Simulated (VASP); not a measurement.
# Zn4Se3S (Cm) in VASP: a series of runs, part 2 of 2

VASP 6.6.1. Earlier steps stand in the parts before.

### 3 Single point, LDA (strained cell)

The input, INCAR:

```
PREC = Accurate
ENCUT = 520
EDIFF = 1E-7
ISMEAR = 0
SIGMA = 0.02
LREAL = F
LASPH = T
NELM = 100
ALGO = Normal
ISIF = 2
LWAVE = F
LCHARG = F
GGA = CA
NBANDS = 46
```

The input, KPOINTS:

```
regular mesh
0
Gamma
  8 8 4
```

The input, POSCAR:

```
Zn4Se3S
1.0
   -2.7733727182      2.7733727182      0.0000000000
   -2.7743839938     -5.5477567119      2.7342796097
    2.7744642288      2.7744642288      5.4697931014
Zn S Se
4 1 3
Direct
    0.0075346351      0.0150692703      0.0020059655
    0.7460604701      0.4921209402      0.2385969100
    0.4981692048     -0.0036615903      0.4997545360
    0.2483198038      0.4966396075      0.7599107631
    0.1883678803      0.3767357607      0.0635537548
    0.9357449604      0.8714899209      0.3079334137
    0.6874010705      0.3748021410      0.5618358866
    0.4384019750      0.8768039499      0.8164087702
```

Potentials or basis: VASP PAW LDA potentials, release 64 (Zn, S, Se).

Started as:

```sh
$ cat potpaw_LDA.64/Zn/POTCAR potpaw_LDA.64/S/POTCAR potpaw_LDA.64/Se/POTCAR > POTCAR
$ mpirun -np 1 vasp_std > vasp.out
```

OUTCAR:

```text
PREC = Accurate
   ENCUT = 520
   EDIFF = 1E-7
   ISMEAR = 0
   LREAL = F
   LASPH = T
   NELM = 100
   ISIF = 2
   GGA = CA

 ion  position               nearest neighbor table
   1  0.008  0.015  0.002-   5 2.31   8 2.41   8 2.41   6 2.41
   2  0.746  0.492  0.239-   5 2.34   5 2.34   6 2.42   7 2.44
   3  0.498  0.996  0.500-   8 2.40   6 2.40   6 2.40   7 2.41
   4  0.248  0.497  0.760-   5 2.32   7 2.42   7 2.42   8 2.42
   5  0.188  0.377  0.064-   1 2.31   4 2.32   2 2.34   2 2.34
   6  0.936  0.871  0.308-   3 2.40   3 2.40   1 2.41   2 2.42
   7  0.687  0.375  0.562-   3 2.41   4 2.42   4 2.42   2 2.44
   8  0.438  0.877  0.816-   3 2.40   1 2.41   1 2.41   4 2.42

  LATTYP: Found a base centered monoclinic cell.
 ALAT       =    12.9777190518
 B/A-ratio  =     0.3022211604
 C/A-ratio  =     0.5187015490
 COS(beta)  =    -0.1862066607

  Lattice vectors:

 A1 = (  -5.5477567120,  -2.7743839937,   2.7342796097)
 A2 = (  -2.7743839938,  -5.5477567119,   2.7342796097)
 A3 = (   2.7744642288,   2.7744642288,   5.4697931014)

Analysis of symmetry for initial positions (statically):
=====================================================================
 Subroutine PRICEL returns:
 Original cell was already a primitive cell.

 Routine SETGRP: Setting up the symmetry group for a
 base centered monoclinic supercell.

 Subroutine GETGRP returns: Found  2 space group operations
 (whereof  2 operations were pure point group operations)
 out of a pool of  4 trial point group operations.

The static configuration has the point symmetry C_1h.

Analysis of symmetry for dynamics (positions and initial velocities):
=====================================================================
 Subroutine PRICEL returns:
 Original cell was already a primitive cell.

 Routine SETGRP: Setting up the symmetry group for a
 base centered monoclinic supercell.

 Subroutine GETGRP returns: Found  2 space group operations
 (whereof  2 operations were pure point group operations)
 out of a pool of  4 trial point group operations.

The dynamic configuration has the point symmetry C_1h.

 Subroutine INISYM returns: Found  2 space group operations
 (whereof  2 operations are pure point group operations),
 and found     1 'primitive' translations

----------------------------------------------------------------------------------------

                                     Primitive cell

  volume of cell :     168.3235

  direct lattice vectors                    reciprocal lattice vectors
    -2.773372718  2.773372718  0.000000000    -0.225347270  0.135224533  0.045713303
    -2.774383994 -5.547756712  2.734279610    -0.090122737 -0.090122737  0.091426606
     2.774464229  2.774464229  5.469793101     0.045051203  0.045051203  0.137119281

  length of vectors
     3.922141312  6.778723778  6.731562975     0.266752268  0.156853561  0.151198277

  position of ions in fractional coordinates (direct lattice)
     0.007534635  0.015069270  0.002005965
     0.746060470  0.492120940  0.238596910
     0.498169205  0.996338410  0.499754536
     0.248319804  0.496639608  0.759910763
     0.188367880  0.376735761  0.063553755
     0.935744960  0.871489921  0.307933414
[... 45 lines left out ...]
  0.375000  0.000000  0.000000      4.000000
  0.500000 -0.000000 -0.000000      2.000000
  0.000000  0.125000 -0.000000      2.000000
[... 16 lines left out ...]
  0.125000  0.000000  0.250000      4.000000
  0.250000  0.000000  0.250000      4.000000
 [... further k-points ...]
   k-points           NKPTS =     78   k-points in BZ     NKDIM =     78   number of bands    NBANDS=     46
   number of dos      NEDOS =    301   number of ions     NIONS =      8
   total plane-waves  NPLWV =  75000
   dimension x,y,z NGX =    30 NGY =   50 NGZ =   50
   dimension x,y,z NGXF=    60 NGYF=  100 NGZF=  100
   ions per type =               4   1   3
   NGX,Y,Z   is equivalent  to a cutoff of  12.72, 12.26, 12.35 a.u.
   NGXF,Y,Z  is equivalent  to a cutoff of  25.43, 24.52, 24.70 a.u.
 SYSTEM =  unknown system
   PREC   = accura    normal or accurate (medium, high low for compatibility)
   ISTART =      0    job   : 0-new  1-cont  2-samecut
   ICHARG =      2    charge: 1-file 2-atom 10-const
   ISPIN  =      1    spin polarized calculation?
   LNONCOLLINEAR =      F non collinear calculations
   LSORBIT =      F    spin-orbit coupling
   LASPH  =      T    aspherical Exc in radial PAW
   ENCUT  =  520.0 eV  38.22 Ry    6.18 a.u.   7.29 12.60 12.52*2*pi/ulx,y,z
   NELM   =    100;   NELMIN=  2; NELMDL= -5     # of ELM steps
   EDIFF  = 0.1E-06   stopping-criterion for ELM
   LREAL  =      F    real-space projection
   EDIFFG = 0.1E-05   stopping-criterion for IOM
   NSW    =      0    number of steps for IOM
   IBRION =     -1    ionic relax: 0-MD 1-quasi-New 2-CG
   NFREE  =      0    steps in history (QN), initial steepest desc. (CG)
   ISIF   =      2    stress and relaxation
   ISYM   =      2    0-nonsym 1-usesym 2-fastsym
   POTIM  = 0.5000    time-step for ionic-motion
   TEBEG  =    0.0;   TEEND  =   0.0 temperature during run
   PSTRESS=    0.0 pullay stress
   NELECT =      72.0000    total number of electrons
   NUPDOWN=      -1.0000    fix difference up-down
   EMIN   =  10.00;   EMAX   =-10.00  energy-range for DOS
   EFERMI =   0.00;   METHOD = LEGACY
   ISMEAR =     0;   SIGMA  =   0.02  broadening in eV -4-tet -1-fermi 0-gaus
   EFERMI_NEDOS =   21; number of points for ismear=-14 and -15
   IALGO  =     38    algorithm
   IMIX   =      4    mixing-type and parameters
     AMIX     =   0.40;   BMIX     =  1.00
     AMIX_MAG =   1.60;   BMIX_MAG =  1.00
  volume/ion in A,a.u.               =      21.04       141.99
  Fermi-wavevector in a.u.,A,eV,Ry     =   1.233495  2.330968 20.701400  1.521510
  Thomas-Fermi vector in A             =   2.368223
   LORBIT       =      0    0 simple, 1 ext, 2 COOP (PROOUT), +10 PAW based schemes
   GGA     = CA    functional components
   LHFCALC =     F    Hartree Fock is set to
   AEXX    =    0.0000 exact exchange contribution
   IVDW    =     0    specifies the selected vdW correction
   LEPSILON=     F    determine dielectric tensor
   LRPA    =     F    only Hartree local field effects (RPA)
 non-spin polarized calculation
 Gauss-broadening in eV      SIGMA  =   0.02
  energy-cutoff  :      520.00
  volume of cell :      168.32
 maximum number of plane-waves:      4560
 NGX is ok and might be reduce to    30
   NGX = 15   NGY = 25   NGZ = 25

 number of electron      72.0000038 magnetization

 Free energy of the ion-electron system (eV)
  ---------------------------------------------------
  ext. energy  EPLUGINS =         0.00000000
  ---------------------------------------------------
  free energy    TOTEN  =       -30.26800809 eV

  energy without entropy =      -30.26800809  energy(sigma->0) =      -30.26800809

 E-fermi :   2.1594     XC(G=0):  -9.9785

 val. band max:        2.0659577496   @ k =   0.0000   0.0000   0.0000
 cond. band min:       3.4251281623   @ k =   0.0000   0.0000   0.0000
 fundamental gap:      1.3591704127
 Fermi energy:         2.1594229395

 k-point     1 :       0.0000    0.0000    0.0000
  band No.  band energies     occupation
      1     -11.5332      2.00000
      2     -10.6218      2.00000
      3     -10.4802      2.00000
      4     -10.4602      2.00000
      5      -4.8457      2.00000
      6      -4.8414      2.00000
[... 1165 lines left out ...]
     45       8.5505      0.00000
     46       8.6213      0.00000

 [... further k-points ...]

------------------------ aborting loop because EDIFF is reached ----------------------------------------

  FORCE on cell =-STRESS in cart. coord.  units (eV):
  Direction    XX          YY          ZZ          XY          YZ          ZX
  --------------------------------------------------------------------------------------
  -------------------------------------------------------------------------------------
  Total       -0.7787000     -0.7787000     -0.1978694     -0.0030733      0.0010440      0.0010440
  in kB       -7.4120096     -7.4120096     -1.8834079     -0.0292533      0.0099372      0.0099371
  external PRESSURE =      -5.5691424 kB  Pullay stress =       0.0000000 kB

 VOLUME and BASIS-vectors are now :
 -----------------------------------------------------------------------------
  energy-cutoff  :      520.00
  volume of cell :      168.32
      direct lattice vectors                 reciprocal lattice vectors
    -2.773372718  2.773372718  0.000000000    -0.225347270  0.135224533  0.045713303
    -2.774383994 -5.547756712  2.734279610    -0.090122737 -0.090122737  0.091426606
     2.774464229  2.774464229  5.469793101     0.045051203  0.045051203  0.137119281

 POSITION                                       TOTAL-FORCE (eV/Angst)
 -----------------------------------------------------------------------------------
     -0.05714     -0.05714      0.05218        -0.004659     -0.004659      0.003688
     -2.77246      0.00092      2.65067        -0.000565     -0.000565     -0.006170
     -2.75928     -2.75928      5.45782         0.000359      0.000359     -0.000690
      0.04179      0.04179      5.51451         0.004864      0.004864      0.005284
     -1.39130     -1.39130      1.37773        -0.000202     -0.000202      0.001033
     -4.15867     -1.38529      4.06723         0.000090      0.000090     -0.003125
     -1.38747      1.38590      4.09794        -0.001551     -0.001551      0.000163
     -1.38335     -1.38335      6.86301         0.001664      0.001664     -0.000184
 -----------------------------------------------------------------------------------
    total drift:                                0.000216      0.000292     -0.000251

  FREE ENERGIE OF THE ION-ELECTRON SYSTEM (eV)
  ---------------------------------------------------
  free  energy   TOTEN  =       -30.2680080914 eV

  energy  without entropy=      -30.2680080914  energy(sigma->0) =      -30.26800809
```

Wall time 5.8 min (1 thread of AMD EPYC 9R45 (Zen 5), shared host); peak memory 0.53 GiB.

Results:

```yaml
Free_energy: -30.2680 eV
Pressure: -0.6 GPa
Largest_force: 0.009 eV/Å
Band_gap_on_the_k_mesh: 1.36 eV
```

Forces on the atoms (eV/Å):
```
Zn  -0.005 -0.005  0.004
Zn  -0.001 -0.001 -0.006
Zn   0.000  0.000 -0.001
Zn   0.005  0.005  0.005
S    0.000  0.000  0.001
Se   0.000  0.000 -0.003
Se  -0.002 -0.002  0.000
Se   0.002  0.002  0.000
```

Caveat: the cell differs from its parent crystal (strained cell). A k mesh can miss the band edges.

### 4 Single point, LDA

The input, INCAR:

```
SYSTEM = Zn4Se3S
ALGO = Normal
EDIFF = 1E-7
ENCUT = 520
GGA = CA
ISIF = 2
ISMEAR = 0
LASPH = .True.
LCHARG = .False.
LREAL = .False.
LWAVE = .False.
NBANDS = 46
NELM = 80
PREC = Accurate
SIGMA = 0.02
```

The input, KPOINTS:

```
k-points
0
Gamma
  8 8 4
  0 0 0
```

The input, POSCAR:

```
Zn4Se3S
1.0
   -2.7733727182      2.7733727182      0.0000000000
   -2.7743839938     -5.5477567119      2.7192222379
    2.7744642288      2.7744642288      5.4396715629
Zn S Se
4 1 3
Direct
    0.0075537046      0.0151074092      0.0019637817
    0.7460554627      0.4921109253      0.2386347020
    0.4981564018     -0.0036871963      0.4996692677
    0.2483200433      0.4966400866      0.7600105650
    0.1883877966      0.3767755931      0.0636554912
    0.9357348551      0.8714697102      0.3078095606
    0.6874039794      0.3748079588      0.5618818364
    0.4383877566      0.8767755133      0.8163747953
```

Started as:

```sh
$ cat potpaw_LDA.64/Zn/POTCAR potpaw_LDA.64/S/POTCAR potpaw_LDA.64/Se/POTCAR > POTCAR
$ mpirun -np 1 vasp_std > vasp.out
```

It took 18 min on 1 thread of Intel Xeon 8259CL, shared host; peak memory 0.53 GiB.

Results (log left out):

| Property | Result |
| --- | --- |
| Free energy | -30.2675 eV |
| Pressure | -0.2 GPa |
| Largest force | 0.009 eV/Å |
| Band gap on the k mesh | 1.37 eV |

Forces on the atoms (eV/Å):
```
Zn  -0.006 -0.006  0.005
Zn   0.001  0.001 -0.009
Zn   0.000  0.000  0.000
Zn   0.005  0.005  0.006
S   -0.001 -0.001  0.003
Se   0.001  0.001 -0.003
Se  -0.002 -0.002 -0.001
Se   0.002  0.002 -0.001
```

Stress tensor (GPa, compression positive):
```
-0.41  0.00  0.00
 0.00 -0.41  0.00
 0.00  0.00  0.35
```

Levels at points of the mesh, in eV from the valence-band top:
```tsv
k point	band 32	band 33	band 34	band 35	band 36	band 37	band 38	band 39	band 40	band 41
(0.00, 0.00, 0.00)	-1.03	-1.01	-0.10	-0.04	0.00	1.37	2.56	3.48	3.69	5.47
(0.50, 0.00, 0.00)	-2.48	-2.39	-2.24	-1.63	-1.38	4.28	4.30	4.34	4.43	5.35
(0.00, 0.50, 0.00)	-0.97	-0.75	-0.66	-0.44	-0.35	2.48	2.63	2.73	2.95	3.26
(0.00, 0.00, 0.50)	-1.43	-1.02	-1.00	-0.83	-0.77	3.33	3.55	3.82	3.96	4.83
(0.50, 0.00, 0.50)	-2.38	-1.93	-1.61	-1.05	-0.95	2.55	2.73	3.44	3.60	3.81
(0.00, 0.50, 0.50)	-1.70	-1.65	-1.54	-0.78	-0.52	3.30	3.57	3.66	3.68	4.32
```
